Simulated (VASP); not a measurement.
# Cu (I4/mmm) in VASP: notebook

Cu is run at these levels: LDA, LDA+U; tasks: single point.

Program: VASP 6.6.1. These are calculated values, not measurements. Logs are shortened: lines on timing, memory, paths and dates and some standing lists are left out, and cuts for length are marked.

### 1 The cell of the first run

Symmetry: I4/mmm, No. 139, tetragonal system. Conventional cell: a = 2.888 Å, b = 2.888 Å, c = 2.621 Å, α = 90.00°, β = 90.00°, γ = 90.00°. Within 3.2 Å of Cu (site symmetry 4/mmm) lie 14 Cu at 2.43 to 2.89 Å.

### 2 Single point, LDA

The input, INCAR:

```
ALGO = Normal
EDIFF = 1E-7
ENCUT = 520
GGA = CA
ISIF = 2
ISMEAR = -1
LASPH = T
LCHARG = F
LREAL = F
LWAVE = F
NBANDS = 12
NELM = 100
PREC = Accurate
SIGMA = 0.05
```

The input, KPOINTS:

```
k-points
0
Gamma
  16 16 16
```

The input, POSCAR:

```
Cu
1.0
   -1.4440723036      1.4440723036      1.3107244365
    1.4440723036     -1.4440723036      1.3107244365
    1.4440723036      1.4440723036     -1.3107244365
Cu
1
Direct
    0.0000000000      0.0000000000      0.0000000000
```

Potentials or basis: VASP PAW LDA potentials, release 64 (Cu).

Launch:

```sh
> cat potpaw_LDA.64/Cu/POTCAR > POTCAR
> mpirun -np 1 vasp_std > vasp.out
```

OUTCAR:

```text
EDIFF = 1E-7
   ENCUT = 520
   GGA = CA
   ISIF = 2
   ISMEAR = -1
   LASPH = T
   LREAL = F
   NELM = 100
   PREC = Accurate

 ion  position               nearest neighbor table
   1  0.000  0.000  0.000-

  LATTYP: Found a body centered tetragonal cell.
 ALAT       =     2.8881446072
 C/A-ratio  =     0.9076584554

  Lattice vectors:

 A1 = (  -1.4440723036,   1.4440723036,   1.3107244365)
 A2 = (   1.4440723036,  -1.4440723036,   1.3107244365)
 A3 = (   1.4440723036,   1.4440723036,  -1.3107244365)

Analysis of symmetry for initial positions (statically):
=====================================================================
 Subroutine PRICEL returns:
 Original cell was already a primitive cell.

 Routine SETGRP: Setting up the symmetry group for a
 body centered tetragonal supercell.

 Subroutine GETGRP returns: Found 16 space group operations
 (whereof 16 operations were pure point group operations)
 out of a pool of 16 trial point group operations.

The static configuration has the point symmetry D_4h.

Analysis of symmetry for dynamics (positions and initial velocities):
=====================================================================
 Subroutine PRICEL returns:
 Original cell was already a primitive cell.

 Routine SETGRP: Setting up the symmetry group for a
 body centered tetragonal supercell.

 Subroutine GETGRP returns: Found 16 space group operations
 (whereof 16 operations were pure point group operations)
 out of a pool of 16 trial point group operations.

The dynamic configuration has the point symmetry D_4h.

 Subroutine INISYM returns: Found 16 space group operations
 (whereof 16 operations are pure point group operations),
 and found     1 'primitive' translations

----------------------------------------------------------------------------------------

                                     Primitive cell

  volume of cell :      10.9332

  direct lattice vectors                    reciprocal lattice vectors
    -1.444072304  1.444072304  1.310724436     0.000000000  0.346243051  0.381468435
     1.444072304 -1.444072304  1.310724436     0.346243051  0.000000000  0.381468435
     1.444072304  1.444072304 -1.310724436     0.346243051  0.346243051  0.000000000

  length of vectors
     2.426661943  2.426661943  2.426661943     0.515172221  0.515172221  0.489661618

  position of ions in fractional coordinates (direct lattice)
     0.000000000  0.000000000  0.000000000

  ion indices of the primitive-cell ions
   primitive index   ion index
                 1           1

----------------------------------------------------------------------------------------

 KPOINTS: k-points

Automatic generation of k-mesh.
 Grid dimensions read from file:
 generate k-points for:   16   16   16

 Generating k-lattice:

  Cartesian coordinates                     Fractional coordinates (reciprocal lattice)
     0.000000000  0.021640191  0.023841777     0.062500000  0.000000000 -0.000000000
     0.021640191  0.000000000  0.023841777     0.000000000  0.062500000 -0.000000000
     0.021640191  0.021640191  0.000000000     0.000000000  0.000000000  0.062500000

  Length of vectors
     0.032198264  0.032198264  0.030603851

  Shift w.r.t. Gamma in fractional coordinates (k-lattice)
     0.000000000  0.000000000  0.000000000

 Subroutine IBZKPT returns following result:
 ===========================================

 Found    349 irreducible k-points:

 Following reciprocal coordinates:
            Coordinates               Weight
  0.000000  0.000000  0.000000      1.000000
  0.062500  0.000000  0.000000      8.000000
  0.125000  0.000000  0.000000      8.000000
  0.187500  0.000000  0.000000      8.000000
  0.250000  0.000000  0.000000      8.000000
  0.312500 -0.000000  0.000000      8.000000
[... 16 lines left out ...]
 -0.125000  0.062500  0.000000     16.000000
 -0.062500  0.062500  0.000000      4.000000
 [... further k-points ...]
   k-points           NKPTS =    349   k-points in BZ     NKDIM =    349   number of bands    NBANDS=     12
   number of dos      NEDOS =    301   number of ions     NIONS =      1
   total plane-waves  NPLWV =   5832
   dimension x,y,z NGX =    18 NGY =   18 NGZ =   18
   dimension x,y,z NGXF=    36 NGYF=   36 NGZF=   36
   ions per type =               1
   NGX,Y,Z   is equivalent  to a cutoff of  12.33, 12.33, 12.33 a.u.
   NGXF,Y,Z  is equivalent  to a cutoff of  24.66, 24.66, 24.66 a.u.
 SYSTEM =  unknown system
   PREC   = accura    normal or accurate (medium, high low for compatibility)
   ISTART =      0    job   : 0-new  1-cont  2-samecut
   ICHARG =      2    charge: 1-file 2-atom 10-const
   ISPIN  =      1    spin polarized calculation?
   LNONCOLLINEAR =      F non collinear calculations
   LSORBIT =      F    spin-orbit coupling
   LASPH  =      T    aspherical Exc in radial PAW
   ENCUT  =  520.0 eV  38.22 Ry    6.18 a.u.   4.51  4.51  4.51*2*pi/ulx,y,z
   NELM   =    100;   NELMIN=  2; NELMDL= -5     # of ELM steps
   EDIFF  = 0.1E-06   stopping-criterion for ELM
   LREAL  =      F    real-space projection
   EDIFFG = 0.1E-05   stopping-criterion for IOM
   NSW    =      0    number of steps for IOM
   IBRION =     -1    ionic relax: 0-MD 1-quasi-New 2-CG
   NFREE  =      0    steps in history (QN), initial steepest desc. (CG)
   ISIF   =      2    stress and relaxation
   ISYM   =      2    0-nonsym 1-usesym 2-fastsym
   POTIM  = 0.5000    time-step for ionic-motion
   TEBEG  =    0.0;   TEEND  =   0.0 temperature during run
   PSTRESS=    0.0 pullay stress
   NELECT =      11.0000    total number of electrons
   NUPDOWN=      -1.0000    fix difference up-down
   EMIN   =  10.00;   EMAX   =-10.00  energy-range for DOS
   EFERMI =   0.00;   METHOD = LEGACY
   ISMEAR =    -1;   SIGMA  =   0.05  broadening in eV -4-tet -1-fermi 0-gaus
   EFERMI_NEDOS =   21; number of points for ismear=-14 and -15
   IALGO  =     38    algorithm
   IMIX   =      4    mixing-type and parameters
     AMIX     =   0.40;   BMIX     =  1.00
     AMIX_MAG =   1.60;   BMIX_MAG =  1.00
  volume/ion in A,a.u.               =      10.93        73.78
  Fermi-wavevector in a.u.,A,eV,Ry     =   1.640423  3.099951 36.613130  2.690989
  Thomas-Fermi vector in A             =   2.731064
   LORBIT       =      0    0 simple, 1 ext, 2 COOP (PROOUT), +10 PAW based schemes
   GGA     = CA    functional components
   LHFCALC =     F    Hartree Fock is set to
   AEXX    =    0.0000 exact exchange contribution
   IVDW    =     0    specifies the selected vdW correction
   LEPSILON=     F    determine dielectric tensor
   LRPA    =     F    only Hartree local field effects (RPA)
 non-spin polarized calculation
  energy-cutoff  :      520.00
  volume of cell :       10.93
 maximum number of plane-waves:       308
   NGX =  9   NGY =  9   NGZ =  9

 number of electron      10.9999997 magnetization

 Free energy of the ion-electron system (eV)
  ---------------------------------------------------
  ext. energy  EPLUGINS =         0.00000000
  ---------------------------------------------------
  free energy    TOTEN  =        -4.66540856 eV

  energy without entropy =       -4.66194792  energy(sigma->0) =       -4.66367824

 E-fermi :   8.3657     XC(G=0): -13.5605

 val. band max:        8.3332555516   @ k =  -0.3750   0.3750   0.2500
 cond. band min:       8.3667528712   @ k =   0.5000   0.1875   0.1250
 fundamental gap:      0.0334973196
 Fermi energy:         8.3656724395

 k-point     1 :       0.0000    0.0000    0.0000
  band No.  band energies     occupation
      1      -1.5992      2.00000
      2       4.6636      2.00000
      3       5.1110      2.00000
      4       5.1110      2.00000
      5       5.7926      2.00000
      6       6.2798      2.00000
      7      33.0025      0.00000
      8      33.0025      0.00000
      9      35.9496      0.00000
     10      37.3226      0.00000
     11      37.5591      0.00000
     12      38.2366      0.00000

 k-point     2 :       0.0625    0.0000    0.0000
  band No.  band energies     occupation
      1      -1.4339      2.00000
      2       4.6822      2.00000
      3       5.1020      2.00000
      4       5.1213      2.00000
      5       5.8023      2.00000
      6       6.2522      2.00000
      7      32.3547      0.00000
      8      32.5624      0.00000
      9      34.3731      0.00000
     10      36.3000      0.00000
     11      37.0167      0.00000
     12      37.3968      0.00000

 k-point     3 :       0.1250    0.0000    0.0000
  band No.  band energies     occupation
      1      -0.9460      2.00000
      2       4.6748      2.00000
      3       5.0636      2.00000
      4       5.2156      2.00000
      5       5.8394      2.00000
      6       6.1866      2.00000
      7      30.2006      0.00000
      8      31.6211      0.00000
      9      31.8376      0.00000
     10      34.3855      0.00000
     11      35.7879      0.00000
     12      37.6399      0.00000
[... 286 lines left out ...]
 k-point    23 :      -0.1250    0.0625    0.0000
  band No.  band energies     occupation
      1      -1.1392      2.00000
      2       4.6765      2.00000
      3       5.0582      2.00000
      4       5.2477      2.00000
      5       5.7466      2.00000
      6       6.2421      2.00000
      7      29.5591      0.00000
      8      32.2168      0.00000
      9      33.5329      0.00000
     10      35.1279      0.00000
     11      37.2144      0.00000
     12      38.2730      0.00000

 k-point    24 :      -0.0625    0.0625    0.0000
  band No.  band energies     occupation
      1      -1.4502      2.00000
      2       4.6705      2.00000
      3       5.0873      2.00000
      4       5.1700      2.00000
      5       5.7616      2.00000
      6       6.2712      2.00000
      7      31.0679      0.00000
      8      33.0854      0.00000
      9      35.6087      0.00000
     10      36.6761      0.00000
     11      36.8175      0.00000
     12      38.2565      0.00000

 [... further k-points ...]
[... 5 lines left out ...]
  --------------------------------------------------------------------------------------
  -------------------------------------------------------------------------------------
  Total        0.0624863      0.0624863      0.0641774      0.0000000      0.0000000      0.0000000
  in kB        9.1568498      9.1568498      9.4046649      0.0000000      0.0000000      0.0000000
  external PRESSURE =       9.2394548 kB  Pullay stress =       0.0000000 kB

 VOLUME and BASIS-vectors are now :
 -----------------------------------------------------------------------------
  energy-cutoff  :      520.00
  volume of cell :       10.93
      direct lattice vectors                 reciprocal lattice vectors
    -1.444072304  1.444072304  1.310724436     0.000000000  0.346243051  0.381468435
     1.444072304 -1.444072304  1.310724436     0.346243051  0.000000000  0.381468435
     1.444072304  1.444072304 -1.310724436     0.346243051  0.346243051  0.000000000

 POSITION                                       TOTAL-FORCE (eV/Angst)
 -----------------------------------------------------------------------------------
      0.00000      0.00000      0.00000         0.000000      0.000000     -0.000000
 -----------------------------------------------------------------------------------
    total drift:                                0.000000      0.000000      0.000000

  FREE ENERGIE OF THE ION-ELECTRON SYSTEM (eV)
  ---------------------------------------------------
  free  energy   TOTEN  =        -4.6654085571 eV

  energy  without entropy=       -4.6619479222  energy(sigma->0) =       -4.66367824
```

It took 32 s on 1 thread of Intel Xeon 8259CL, shared host; peak memory 0.15 GiB.

Results:

```
Free energy            : -4.6654 eV
Pressure               : 0.9 GPa
Band gap on the k mesh : zero (an odd number of electrons rules out a gap without spin polarisation)
```

Levels at points of the mesh, in eV from the Fermi level:
| k point | band 3 | band 4 | band 5 | band 6 | band 7 | band 8 | band 9 | band 10 |
| --- | --- | --- | --- | --- | --- | --- | --- | --- |
| (0.00, 0.00, 0.00) | -3.25 | -3.25 | -2.57 | -2.09 | 24.64 | 24.64 | 27.58 | 28.96 |
| (0.50, 0.00, 0.00) | -2.34 | -1.93 | -1.47 | -0.49 | 5.16 | 17.35 | 17.47 | 21.63 |
| (0.50, 0.50, 0.00) | -2.67 | -2.27 | -1.51 | -1.28 | 4.03 | 19.99 | 20.53 | 24.10 |
| (0.50, 0.50, 0.50) | -1.68 | -1.68 | -1.58 | 7.24 | 7.24 | 11.19 | 13.32 | 14.16 |

### 3 Single point, LDA+U

This run uses another cell than the first one, of 11.10 Å³/atom.

The input, INCAR:

```
SYSTEM = Cu
ALGO = Normal
EDIFF = 1E-6
ENCUT = 520
ISIF = 2
ISMEAR = -1
LASPH = .True.
LCHARG = .False.
LDAU = .True.
LDAUJ = 0
LDAUL = 2
LDAUPRINT = 1
LDAUTYPE = 2
LDAUU = 5
LMAXMIX = 4
LREAL = .False.
LWAVE = .False.
NBANDS = 12
NELM = 150
PREC = Accurate
SIGMA = 0.05
```

The input, KPOINTS:

```
k-points
0
Gamma
  16 16 16
  0 0 0
```

The input, POSCAR:

```
Cu
1.0
   -1.4541821355      1.4541821355      1.3118017078
    1.4541821355     -1.4541821355      1.3118017078
    1.4541821355      1.4541821355     -1.3118017078
Cu
1
Direct
    0.0000000000      0.0000000000      0.0000000000
```

Potentials or basis: VASP PAW LDA potentials, release 64 (Cu).

Launch:

```sh
> cat potpaw_LDA.64/Cu/POTCAR > POTCAR
> mpirun -np 1 vasp_std > vasp.out
```

Wall time 31 s (1 thread of Intel Xeon 8259CL, shared host); peak memory 0.15 GiB.

The run converged. Its results:

```
Free energy            : -3.0286 eV
Pressure               : -5.4 GPa
Band gap on the k mesh : zero (an odd number of electrons rules out a gap without spin polarisation)
```

Stress tensor (GPa, compression positive):
```
-5.18  0.00  0.00
 0.00 -5.18  0.00
 0.00  0.00 -5.84
```

Levels at points of the mesh, in eV from the Fermi level:
```csv
k point,band 4,band 5,band 6,band 7,band 8,band 9
"(0.00, 0.00, 0.00)",-4.09,-3.45,-2.98,24.92,24.92,27.12
"(0.50, 0.00, 0.00)",-2.78,-2.31,0.15,5.20,17.74,17.90
"(0.50, 0.50, 0.00)",-3.19,-2.36,-0.69,4.00,20.53,21.14
"(0.50, 0.50, 0.50)",-2.54,-2.40,7.73,7.73,11.90,12.64
```

Eigenvalues of the final occupation matrices:
```tsv
site	spin	trace	eigenvalues
site 1 d	1	4.69	0.93 0.94 0.94 0.94 0.95
site 1 d	2	4.69	0.93 0.94 0.94 0.94 0.95
```

Caveat: the cell stands under tension; U without spin polarisation on a metal has little footing; the U is typed as a test and isn't derived for this compound.
